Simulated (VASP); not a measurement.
Wanted: the native input for a VASP 6.6.1 run.

| Quantity | Value |
| --- | --- |
| Task | relaxation of cell and atoms |
| Functional | PBE-based screened hybrid with 25 % exact exchange |
| Potentials or basis | VASP PAW PBE potentials, release 64 (Ir) |
| Cutoff | 600 eV |
| k mesh | 6 × 6 × 6 |
| Occupations | fermi-dirac, width 0.05 eV |
| Spin | no spin polarisation |
| Dipole correction | no |
| Grid for exact exchange (PRECFOCK) | Normal |
| Share of exact exchange | 0.25 |
| Further INCAR settings | ALGO = Normal; EDIFF = 1e-07; IBRION = 2; EDIFFG = -0.01; NSW = 60; ISIF = 3 |
| Screening parameter | 0.3 1/Å |

Crystal: Ir.

```
Ir
1.0
     0.00000    1.91560    1.91560
     1.91560    0.00000    1.91560
     1.91560    1.91560    0.00000
Ir
1
Direct
  0.00000 0.00000 0.00000
```

These files were run (other wordings do the same):

POSCAR

```
Ir
1.0
    0.0000000000      1.9156000000      1.9156000000
    1.9156000000      0.0000000000      1.9156000000
    1.9156000000      1.9156000000      0.0000000000
Ir
1
Direct
    0.0000000000      0.0000000000      0.0000000000
```

INCAR.step1

```
PREC = Accurate
ENCUT = 600
EDIFF = 1E-5
ISMEAR = -1
SIGMA = 0.05
LREAL = False
LASPH = True
NELM = 80
ALGO = Normal
LWAVE = True
LCHARG = False
GGA = PE
NBANDS = 10
```

INCAR.step2

```
PREC = Accurate
ENCUT = 600
EDIFF = 1E-7
ISMEAR = -1
SIGMA = 0.05
LREAL = False
LASPH = True
NELM = 80
ALGO = Normal
ISIF = 3
LWAVE = False
LCHARG = False
GGA = PE
LHFCALC = True
AEXX = 0.25
HFSCREEN = 0.3
PRECFOCK = Normal
IBRION = 2
NSW = 60
EDIFFG = -0.01
ISTART = 1
```

KPOINTS

```
Automatic mesh
0
Gamma
  6 6 6
```

Potentials or basis: VASP PAW PBE potentials, release 64 (Ir).

The run is started by

```console
$ cat potpaw_PBE.64/Ir/POTCAR > POTCAR
$ cp INCAR.step1 INCAR
$ mpirun -np 1 vasp_std > vasp.out
$ cp INCAR.step2 INCAR
$ mpirun -np 1 vasp_std > vasp.out
```

It gave:

```
Relaxed volume                        : 14.13 Å³/atom
Relaxed cell                          : a = 2.714 Å, b = 2.714 Å, c = 2.714 Å, α = 60.00°, β = 60.00°, γ = 60.00°
Space group after relaxing (to 0.1 Å) : Fm-3m (No. 225)
Energy gained by relaxing             : 0.5 meV/atom
Ionic steps                           : 3
Pressure after relaxing               : 0.0 GPa
Band gap on the k mesh                : zero (an odd number of electrons rules out a gap without spin polarisation)
```

Caveat: the k points lie up to 0.47 Å⁻¹ apart in the final cell, too coarse for converged energies and pressures of a metal; the PAW data sets were made with another functional, which shifts forces and pressure a little; spin-orbit coupling is left out, which moves the levels of the heavy elements.

It took 27 min on 1 thread of AMD EPYC 7R13 Processor (Zen 3) (shared host), peak memory 0.24 GiB.
